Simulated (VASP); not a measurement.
HC20, 21 atoms in the cell. The cell holds a wire or tube with vacuum around it, 21 atoms: a = 8.544 Å, b = 8.872 Å, c = 20.279 Å, α = 90.00°, β = 90.00°, γ = 103.93°. 

* Program: VASP 6.6.1
* Task: single point
* Functional: PBE
* Potentials or basis: VASP PAW PBE potentials, release 64 (C, H)
* Cutoff: 520 eV
* k mesh: 4 × 3 × 1
* Occupations: gaussian, width 0.1 eV
* Spin: no spin polarisation
* Dipole correction: yes
* Further INCAR settings: LREAL = Auto; ALGO = Normal; EDIFF = 1e-06; NBANDS = 56

Potentials or basis: VASP PAW PBE potentials, release 64 (C, H).

Run with:

```bash
$ cat potpaw_PBE.64/C/POTCAR potpaw_PBE.64/H/POTCAR > POTCAR
$ mpirun -np 1 vasp_std > vasp.out
```

Hardware: 1 thread of Intel(R) Xeon(R) Platinum 8259CL CPU @ 2.50GHz (Skylake/Cascade Lake), on a shared host.

Question: Estimate the wall time of this run.

Answer: Wall time 23 min on 1 thread of Intel(R) Xeon(R) Platinum 8259CL CPU @ 2.50GHz (Skylake/Cascade Lake), on a shared host, peak memory 1.4 GiB. Counts: scf iterations 29, k points 7.
